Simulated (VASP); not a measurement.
InSbSeS2: relaxation of cell and atoms with PBE

Crystal: InSbSeS2.

```xyz
5
Lattice="3.8721 0.0000 0.0000 -1.9360 3.3533 0.0000 0.0000 0.0000 10.1883" Properties=species:S:1:pos:R:3 pbc="T T T"
In    0.0000    2.2356   10.0673
Sb    1.9360    1.1178    6.3518
Se    0.0000    0.0000    4.6727
S     1.9360    1.1178    1.1290
S     0.0000    0.0000    8.3442
```

* Program: VASP 6.6.1
* Task: relaxation of cell and atoms
* Functional: PBE
* Potentials or basis: VASP PAW PBE potentials, release 64 (In_d, Sb, Se, S)
* Cutoff: 500 eV
* k mesh: 12 × 12 × 4
* Occupations: gaussian, width 0.01 eV
* Spin: no spin polarisation
* Dipole correction: no
* Further INCAR settings: ALGO = Normal; EDIFF = 1e-07; IBRION = 2; EDIFFG = -0.001; NSW = 80; ISIF = 3

```json
{"Relaxed volume": "26.42 Å³/atom", "Relaxed cell": "a = 3.871 Å, b = 3.871 Å, c = 10.182 Å, α = 90.00°, β = 90.00°, γ = 120.00°", "Space group after relaxing (to 0.05 Å)": "P3m1 (No. 156)", "Energy gained by relaxing": "0.0 meV/atom", "Ionic steps": "14", "Pressure after relaxing": "0.0 GPa", "Band gap on the k mesh": "0.42 eV, indirect (least direct gap 0.70 eV)"}
```

Step by step:
```
step  energy change (eV)  largest force (eV/Å)  pressure (GPa)  volume (Å³)
   1              0.0000                0.0379           -0.06       132.29
   2             -0.0001                0.0170            0.01       132.10
   3             -0.0001                0.0131            0.03       132.06
   4             -0.0002                0.0079           -0.01       132.13
   5             -0.0002                0.0065           -0.01       132.12
   6             -0.0002                0.0070           -0.01       132.11
   7             -0.0002                0.0034            0.00       132.11
   8             -0.0002                0.0022            0.00       132.09
   9             -0.0002                0.0019            0.00       132.10
  10             -0.0002                0.0021            0.00       132.10
  11             -0.0002                0.0023            0.00       132.10
  12             -0.0002                0.0011            0.00       132.10
  13             -0.0002                0.0011           -0.01       132.11
  14             -0.0002                0.0010           -0.01       132.10
```

Final structure:
```
CELL_PARAMETERS angstrom
3.87059 0.00000 0.00000
-1.93529 3.35203 0.00000
0.00000 0.00000 10.18189
ATOMIC_POSITIONS crystal
In 0.33333 0.66667 0.98827
Sb 0.66667 0.33333 0.62372
Se 0.00000 0.00000 0.45850
S 0.66667 0.33333 0.11084
S 0.00000 0.00000 0.81868
```

Levels at points of the mesh, in eV from the valence-band top:
```
           k point  band 15  band 16  band 17  band 18  band 19  band 20  band 21  band 22
(0.00, 0.00, 0.00)    -0.87    -0.87    -0.62    -0.62     1.72     2.18     2.18     2.79
(0.50, 0.00, 0.00)    -2.01    -1.77    -0.97    -0.83     0.85     1.64     2.79     3.24
(0.00, 0.00, 0.50)    -0.85    -0.64    -0.64    -0.19     1.26     2.18     2.18     2.98
(0.50, 0.00, 0.50)    -2.08    -1.66    -0.93    -0.90     1.11     1.67     2.72     3.29
```

Run time: 14 min on 1 thread of AMD EPYC 9R45 (Zen 5), with other jobs on the host, peak memory 0.38 GiB.

Caveat: spin-orbit coupling is left out, which moves the levels of the heavy elements; this functional lacks dispersion, which binds the layers, so the pressure and a relaxed spacing across them are unreliable. As with any semilocal functional, this PBE gap is likely too small.
